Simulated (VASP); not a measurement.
# Ru (P6_3/mmc) in VASP: further runs, part 2 of 2

VASP 6.6.1.

### Step 4. Single point, PBEsol (volume 13.534 Å^3 an atom, c/a of the conventional cell 1.5067)

Input file INCAR:

```
SYSTEM = Ru
  ALGO = Fast
  EDIFF = 1E-7
  ENCUT = 520
  GGA = PS
  ISIF = 2
  ISMEAR = 0
  LASPH = .True.
  LCHARG = .False.
  LREAL = .False.
  LWAVE = .False.
  NBANDS = 21
  NELM = 60
  PREC = Accurate
  SIGMA = 0.15
```

Input file KPOINTS:

```
k-points
0
Gamma
  21 21 12
  0 0 0
```

Input file POSCAR:

```
Ru
1.0
    2.7476806118      0.0000000000      0.0000000000
   -1.3738403059      2.3795612113      0.0000000000
    0.0000000000      0.0000000000      4.1399303778
Ru
2
Direct
    0.3333333333      0.6666666667      0.2500000000
    0.6666666667      0.3333333333      0.7500000000
```

The run is started by

```
cat potpaw_PBE.64/Ru_pv/POTCAR > POTCAR
mpirun -np 1 vasp_std > vasp.out
```

Wall time 2.8 min (1 thread of AMD EPYC 7R43 (Zen 3), shared host); peak memory 0.22 GiB.

It converged, with:

| Property | Result |
| --- | --- |
| Free energy | -20.2902 eV |
| Pressure | -3.9 GPa |
| Band gap on the k mesh | zero (band 14 reaches 14.13 eV, above the bottom of band 15 at 10.95 eV) |

Stress tensor (GPa, compression positive):
```
-10.77   0.00   0.00
  0.00 -10.77   0.00
  0.00   0.00   9.78
```

Levels at points of the mesh, in eV from the Fermi level:
| k point | band 12 | band 13 | band 14 | band 15 | band 16 | band 17 |
| --- | --- | --- | --- | --- | --- | --- |
| (0.00, 0.00, 0.00) | -1.89 | -1.89 | -1.79 | -1.79 | 1.18 | 1.18 |
| (0.00, 0.00, 0.50) | -3.00 | -2.50 | -2.50 | 0.60 | 0.60 | 0.60 |

Caveat: the PAW data sets were made with another functional, which shifts forces and pressure a little.

### Step 5. Single point, PBEsol (volume 13.534 Å^3 an atom, c/a of the conventional cell 1.4592)

Input file INCAR:

```
SYSTEM = Ru
  ALGO = Fast
  EDIFF = 1E-6
  ENCUT = 520
  GGA = PS
  ISIF = 2
  ISMEAR = 0
  LASPH = .TRUE.
  LCHARG = .TRUE.
  LELF = .TRUE.
  LREAL = .FALSE.
  LVHAR = .TRUE.
  LWAVE = .FALSE.
  NBANDS = 21
  NELM = 60
  PREC = Accurate
  SIGMA = 0.15
```

Input file KPOINTS:

```
k-points
0
G
  21 21 12
  0 0 0
```

Input file POSCAR:

```
Ru
1.0
    2.7771770758      0.0000000000      0.0000000000
   -1.3885885379      2.4051058984      0.0000000000
    0.0000000000      0.0000000000      4.0524567889
Ru
2
Direct
    0.3333333333      0.6666666667      0.2500000000
    0.6666666667      0.3333333333      0.7500000000
```

Potentials or basis: VASP PAW PBE potentials, release 64 (Ru_pv).

The run is started by

```
cat potpaw_PBE.64/Ru_pv/POTCAR > POTCAR
mpirun -np 1 vasp_std > vasp.out
```

OUTCAR:

```text
SYSTEM = Ru
   EDIFF = 1E-6
   ENCUT = 520
   GGA = PS
   ISIF = 2
   ISMEAR = 0
   LASPH = .TRUE.
   LREAL = .FALSE.
   NELM = 60
   PREC = Accurate

 ion  position               nearest neighbor table
   1  0.333  0.667  0.250-   2 2.58   2 2.58   2 2.58   2 2.58   2 2.58   2 2.58
   2  0.667  0.333  0.750-   1 2.58   1 2.58   1 2.58   1 2.58   1 2.58   1 2.58

  LATTYP: Found a hexagonal cell.
 ALAT       =     2.7771770758
 C/A-ratio  =     1.4592000000

  Lattice vectors:

 A1 = (   2.7771770758,   0.0000000000,   0.0000000000)
 A2 = (  -1.3885885379,   2.4051058984,   0.0000000000)
 A3 = (   0.0000000000,   0.0000000000,   4.0524567889)

Analysis of symmetry for initial positions (statically):
=====================================================================
 Subroutine PRICEL returns:
 Original cell was already a primitive cell.

 Routine SETGRP: Setting up the symmetry group for a
 hexagonal supercell.

 Subroutine GETGRP returns: Found 24 space group operations
 (whereof 12 operations were pure point group operations)
 out of a pool of 24 trial point group operations.

The static configuration has the point symmetry D_3d.
 The point group associated with its full space group is D_6h.
[... 161 lines left out ...]

  energy without entropy =      -20.17407820  energy(sigma->0) =      -20.18286232

 E-fermi :  12.7899     XC(G=0): -14.2899

 val. band max:       12.7887810575   @ k =   0.4286   0.0476   0.5000
 cond. band min:      12.7949200417   @ k =   0.4286   0.0952   0.4167
 fundamental gap:      0.0061389842
 Fermi energy:        12.7899410586

 k-point     1 :       0.0000    0.0000    0.0000
  band No.  band energies     occupation
      1     -30.9712      2.00000
      2     -30.0111      2.00000
      3     -30.0111      2.00000
      4     -29.7530      2.00000
      5     -29.7530      2.00000
      6     -29.6191      2.00000
[... 565 lines left out ...]
     20      23.0524      0.00000
     21      23.9063      0.00000

 [... further k-points ...]

------------------------ aborting loop because EDIFF is reached ----------------------------------------

  FORCE on cell =-STRESS in cart. coord.  units (eV):
  Direction    XX          YY          ZZ          XY          YZ          ZX
  --------------------------------------------------------------------------------------
  -------------------------------------------------------------------------------------
  Total       -2.2449626     -2.2449626      3.4811856      0.0000000     -0.0000000      0.0000000
  in kB     -132.8811952   -132.8811952    206.0542601      0.0000000     -0.0000000      0.0000000
  external PRESSURE =     -19.9027101 kB  Pullay stress =       0.0000000 kB

 VOLUME and BASIS-vectors are now :
 -----------------------------------------------------------------------------
  energy-cutoff  :      520.00
  volume of cell :       27.07
      direct lattice vectors                 reciprocal lattice vectors
     2.777177076  0.000000000  0.000000000     0.360077868  0.207891054  0.000000000
    -1.388588538  2.405105898  0.000000000     0.000000000  0.415782108  0.000000000
     0.000000000  0.000000000  4.052456789     0.000000000  0.000000000  0.246763890

 POSITION                                       TOTAL-FORCE (eV/Angst)
 -----------------------------------------------------------------------------------
     -0.00000      1.60340      1.01311        -0.000000      0.000000      0.000000
      1.38859      0.80170      3.03934         0.000000     -0.000000      0.000000
 -----------------------------------------------------------------------------------
    total drift:                               -0.000000      0.000000     -0.000000

  FREE ENERGIE OF THE ION-ELECTRON SYSTEM (eV)
  ---------------------------------------------------
  free  energy   TOTEN  =       -20.1916464360 eV

  energy  without entropy=      -20.1740781971  energy(sigma->0) =      -20.18286232
```

OSZICAR:

```text
N       E                     dE             d eps       ncg     rms          rms(c)
DAV:   1     0.286219476408E+03    0.28622E+03   -0.17530E+04 14144   0.148E+03
DAV:   2    -0.158267413487E+02   -0.30205E+03   -0.29266E+03 14562   0.444E+02
DAV:   3    -0.217130297465E+02   -0.58863E+01   -0.58488E+01 16417   0.694E+01
DAV:   4    -0.217576233950E+02   -0.44594E-01   -0.44536E-01 17952   0.575E+00
DAV:   5    -0.217581873638E+02   -0.56397E-03   -0.56022E-03 15992   0.575E-01    0.197E+01
RMM:   6    -0.202973638291E+02    0.14608E+01   -0.31470E+00 14458   0.147E+01    0.509E+00
RMM:   7    -0.202009869938E+02    0.96377E-01   -0.40494E-01 15624   0.469E+00    0.999E-01
RMM:   8    -0.201928701155E+02    0.81169E-02   -0.24234E-02 16026   0.150E+00    0.518E-01
RMM:   9    -0.201916067049E+02    0.12634E-02   -0.31132E-03 16226   0.498E-01    0.694E-02
RMM:  10    -0.201916405224E+02   -0.33817E-04   -0.53317E-04 16748   0.212E-01    0.239E-02
RMM:  11    -0.201916467340E+02   -0.62116E-05   -0.95071E-05 17755   0.595E-02    0.935E-03
RMM:  12    -0.201916466799E+02    0.54044E-07   -0.13843E-05 16597   0.235E-02    0.345E-03
RMM:  13    -0.201916464360E+02    0.24397E-06   -0.15763E-06 11610   0.750E-03
   1 F= -.20191646E+02 E0= -.20182862E+02  d E =-.175682E-01
```

stdout:

```text
POSCAR found type information on POSCAR Ru
 POSCAR found :  1 types and       2 ions
 scaLAPACK will be used
 -----------------------------------------------------------------------------
|                                                                             |
|                                                                             |
|     You enforced a specific xc type in the INCAR file but a different       |
|     I HOPE YOU KNOW WHAT YOU ARE DOING!                                     |
|                                                                             |
 -----------------------------------------------------------------------------

 LDA part: xc-table for (Slater+PW92), standard interpolation
 POSCAR, INCAR and KPOINTS ok, starting setup
 FFT: planning ... GRIDC
 FFT: planning ... GRID_SOFT
 FFT: planning ... GRID
 WAVECAR not read
 entering main loop
```

Run time: 4.1 min. Hardware: 1 thread of AMD EPYC 7R43 (Zen 3), shared host; peak memory 0.22 GiB.

Results:

```yaml
Free_energy: -20.1916 eV
Pressure: -2.0 GPa
Band_gap_on_the_k_mesh: zero (band 14 reaches 14.10 eV, above the bottom of band 15 at 11.03 eV)
```

Stress tensor (GPa, compression positive):
```
-13.29   0.00   0.00
  0.00 -13.29   0.00
  0.00   0.00  20.61
```

Caveat: the PAW data sets were made with another functional, which shifts forces and pressure a little.

### Step 6. Overview

| cell | further INCAR settings | gap on the mesh (eV) | pressure (GPa) |
| --- | --- | --- | --- |
| a = 2.661, b = 2.661, c = 4.414 Å, angles 90.0, 90.0, 120.0°, 2 atoms | ALGO = Fast; EDIFF = 1e-06; NBANDS = 21 | none | -5.0 |
| a = 2.690, b = 2.690, c = 4.321 Å, angles 90.0, 90.0, 120.0°, 2 atoms | ALGO = Fast; EDIFF = 1e-06; NBANDS = 21 | none | -5.4 |
| a = 2.748, b = 2.748, c = 4.140 Å, angles 90.0, 90.0, 120.0°, 2 atoms | ALGO = Fast; EDIFF = 1e-07; NBANDS = 21 | none | -3.9 |
| a = 2.777, b = 2.777, c = 4.052 Å, angles 90.0, 90.0, 120.0°, 2 atoms | ALGO = Fast; EDIFF = 1e-06; NBANDS = 21 | none | -2.0 |

Alike in all rows: task single point; level PBEsol; potentials or basis VASP PAW PBE potentials, release 64 (Ru_pv); no spin polarisation; k mesh 21 × 21 × 12; cutoff (eV) 520; smearing gaussian 0.15 eV.

Caveats: the PAW data sets were made with another functional, which shifts forces and pressure a little.

Total energies depend on the potentials used, so only differences within one code and one set of settings carry meaning.
